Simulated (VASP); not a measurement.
The system is C.

```
C
1.0
    -1.83750    2.59555    3.16088
     1.83750   -2.59555    3.16088
     1.83750    2.59555   -3.16088
C
12
Direct
  0.83497 0.12932 0.29435
  0.16503 0.45938 0.29435
  0.83497 0.54062 0.70565
  0.16503 0.87068 0.70565
  0.22705 0.71500 0.94205
  0.77295 0.71500 0.48795
  0.77295 0.28500 0.05795
  0.22705 0.28500 0.51205
  0.51250 0.16105 0.35145
  0.48750 0.83895 0.64855
  0.80960 0.16105 0.64855
  0.19040 0.83895 0.35145
```

The cell was built from a structure type or drawn by symmetry, and may not be a known phase.

- Program: VASP 6.6.1
- Task: relaxation of cell and atoms
- Functional: PBE
- Potentials or basis: VASP PAW PBE potentials, release 64 (C)
- Cutoff: 600 eV
- k mesh: 6 × 6 × 6
- Occupations: gaussian, width 0.1 eV
- Spin: no spin polarisation

At the start: pressure 118.3 GPa; volume 5.03 Å³/atom.

**Question.** How do energy, volume and symmetry change on relaxing?

**Answer.** Over 67 steps the energy falls by 1382.6 meV/atom and the volume is 8.99 Å³/atom (+78.9 %); space group Immm (No. 71, to 0.1 Å) before and after.

The path:
```
step  energy change (eV)  largest force (eV/Å)  pressure (GPa)  volume (Å³)
   1              0.0000                6.2566          118.30        60.30
   3             -9.3906                2.5555          -12.53        81.10
   5            -10.9418                2.0629            4.33        79.68
   7            -11.2193                1.2774            5.98        80.12
   9            -11.4127                1.0240           -1.35        82.04
  11            -11.7571                0.8571           -2.16        84.36
  13            -11.9944                2.2018            9.67        84.76
  15            -12.3286                3.1019           12.84        86.11
  17             -7.5019               20.2394           64.92        92.03
  19            -12.8980                5.5604           22.11        88.40
  21            -13.0189                5.8034           24.43        89.36
  23            -13.3589                5.0111           21.46        89.92
  25            -14.3737                2.4832           10.33        92.48
  27            -14.8459                1.4118            0.32        96.18
  29            -15.1151                2.4829           -1.58        98.14
  31            -15.2652                1.1509           -1.11        97.84
  33            -15.4692                1.0662            2.60        98.52
  35            -15.5593                1.4967            3.86        99.26
  37            -15.8240                1.0161            2.26       101.58
  39            -16.0995                0.9923           -1.49       104.03
  41            -16.2292                1.0920            0.40       104.33
  43            -16.3190                0.7946            1.35       104.67
  45            -16.3556                0.6414            2.09       105.18
  47            -16.4195                1.2514            0.33       106.18
  49            -16.4905                0.4796           -1.32       107.10
  51            -16.4977                0.4965           -1.94       107.47
  53            -16.5351                0.4396            1.02       107.12
  55            -16.5550                0.6230            0.89       107.45
  57            -16.5738                0.4062            0.15       107.85
  59            -16.5759                0.3726           -0.10       108.01
  61            -16.5874                0.2537           -0.27       108.07
  63            -16.5900                0.1030           -0.22       108.05
  65            -16.5905                0.0604           -0.16       108.01
  67            -16.5914                0.0375           -0.05       107.88
```

Final structure:
```yaml
crystal:
  lattice:
    - [-1.69694, 3.91668, 4.05802]
    - [1.69694, -3.91668, 4.05802]
    - [1.69694, 3.91668, -4.05802]
  atoms:
    - { symbol: C, position: [0.91347, 0.16619, 0.25272] }
    - { symbol: C, position: [0.08653, 0.33925, 0.25272] }
    - { symbol: C, position: [0.91347, 0.66075, 0.74728] }
    - { symbol: C, position: [0.08653, 0.83381, 0.74728] }
    - { symbol: C, position: [0.33803, 0.69061, 0.02864] }
    - { symbol: C, position: [0.66197, 0.69061, 0.35259] }
    - { symbol: C, position: [0.66197, 0.30939, 0.97136] }
    - { symbol: C, position: [0.33803, 0.30939, 0.64741] }
    - { symbol: C, position: [0.50529, 0.10764, 0.39765] }
    - { symbol: C, position: [0.49471, 0.89236, 0.60235] }
    - { symbol: C, position: [0.70999, 0.10764, 0.60235] }
    - { symbol: C, position: [0.29001, 0.89236, 0.39765] }
```

Caveat: the volume moved by over 15 % at a fixed basis, so the end points are rough.
